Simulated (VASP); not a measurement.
A run of VASP 6.6.1:

File INCAR:

```
PREC = Accurate ; ENCUT = 520
EDIFF = 1E-7 ; ISMEAR = 0
SIGMA = 0.1 ; LREAL = F
LASPH = T ; NELM = 80
ALGO = Fast ; ISIF = 2
LWAVE = F ; LCHARG = F
GGA = PE ; NBANDS = 40
```

File KPOINTS:

```
regular mesh
0
Gamma
  4 4 4
```

The input POSCAR:

```
ScIn4
1.0
    4.3550065000      0.0000000000      0.0000000000
    2.1501526000      5.2939805000      0.0000000000
    2.1417373000      0.3342294000      5.3501024000
Sc In
1 4
Direct
    0.5000000000      0.0000000000      0.5000000000
    0.7013020000      0.1944980000      0.9022770000
    0.1088080000      0.5959270000      0.6884970000
    0.8911920000      0.4040730000      0.3115030000
    0.2986980000      0.8055020000      0.0977230000
```

Potentials or basis: VASP PAW PBE potentials, release 64 (Sc_sv, In_d).

The run is started by

```sh
$ cat potpaw_PBE.64/Sc_sv/POTCAR potpaw_PBE.64/In_d/POTCAR > POTCAR
$ mpirun -np 1 vasp_std > vasp.out
```

Hardware: 1 thread of AMD EPYC 7R43 64-Core Processor (Zen 3) (shared host).

Problem. Estimate the wall time of this run.

Solution. Run time: 9.6 min on 1 thread of AMD EPYC 7R43 64-Core Processor (Zen 3) (shared host), peak memory 0.3 GiB. Counts: scf iterations 29, k points 36.
